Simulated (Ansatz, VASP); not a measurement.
BiTe: VASP beside Ansatz

Contents of INCAR:

```
SYSTEM = BiTe
PREC = Accurate
ENCUT = 520
EDIFF = 1E-6
ISMEAR = -1
SIGMA = 0.05
LREAL = .FALSE.
LASPH = .TRUE.
NELM = 150
ALGO = Normal
ISIF = 2
LWAVE = .FALSE.
LCHARG = .TRUE.
MAGMOM = 0 0 0 0 0 0
LORBIT = 11
LSORBIT = .TRUE.
GGA_COMPAT = .FALSE.
LORBMOM = .TRUE.
GGA = PS
LVHAR = .TRUE.
NBANDS = 33
```

Contents of KPOINTS:

```
Automatic mesh
0
G
  5 5 5
  0 0 0
```

POSCAR

```
BiTe
1.0
    0.0000000000      3.2350000000      3.2350000000
    3.2350000000      0.0000000000      3.2350000000
    3.2350000000      3.2350000000      0.0000000000
Bi Te
1 1
Direct
    0.0000000000      0.0000000000      0.0000000000
    0.5000000000      0.5000000000      0.5000000000
```

The input input.yaml:

```yaml
crystal:
  lattice:
    - [0.0, 3.235, 3.235]
    - [3.235, 0.0, 3.235]
    - [3.235, 3.235, 0.0]
  atoms:
    - { symbol: Bi, position: [0.0, 0.0, 0.0] }
    - { symbol: Te, position: [0.5, 0.5, 0.5] }
kpoints:
  mp_grid: { grid: [5, 5, 5] }
  band_path:
    path:
      - [0.0, 0.0, 0.0]
      - [0.5, 0.0, 0.5]
      - [0.5, 0.25, 0.75]
      - [0.375, 0.375, 0.75]
      - [0.0, 0.0, 0.0]
      - [0.5, 0.5, 0.5]
      - [0.625, 0.25, 0.625]
      - [0.5, 0.25, 0.75]
    npoints: 12
scf:
  occupations: { method: fermi_dirac, width: 0.05 }
hamiltonian:
  xc: pbesol
  pseudopotentials: { kind: all_electron, lapw: { basis_error: 0.001 } }
magnetization:
  noncollinear: true
  spin_orbit: true
output:
  forces: true
  stress: true
  eigenvalues: true
```

Alike in both runs: functional PBEsol; k mesh 5 × 5 × 5; occupations fermi-dirac, width 0.05 eV; non-collinear spin, spin-orbit coupling.

|  | VASP | Ansatz |
| --- | --- | --- |
| version | VASP 6.6.1 | Ansatz 0.2.0 |
| potentials or method | VASP PAW PBE potentials, release 64 (Bi_d, Te), cutoff 520 eV | all-electron LAPW, relativistic spinors |
| task | single point | band structure |

Ansatz gave:

* pressure (GPa): 0.2
* net moment per atom (μB): 0.00

Question: What did VASP give for the same quantities?

Answer: Pressure (GPa): 0.0; net moment per atom (μB): 0.00.

VASP's potentials were made for PBE, not for PBEsol. Ansatz ran all-electron here, and VASP with PAW potentials.

Noted on Ansatz's run: the k mesh is thin for a metal, which can move the energy by tens of meV per atom.
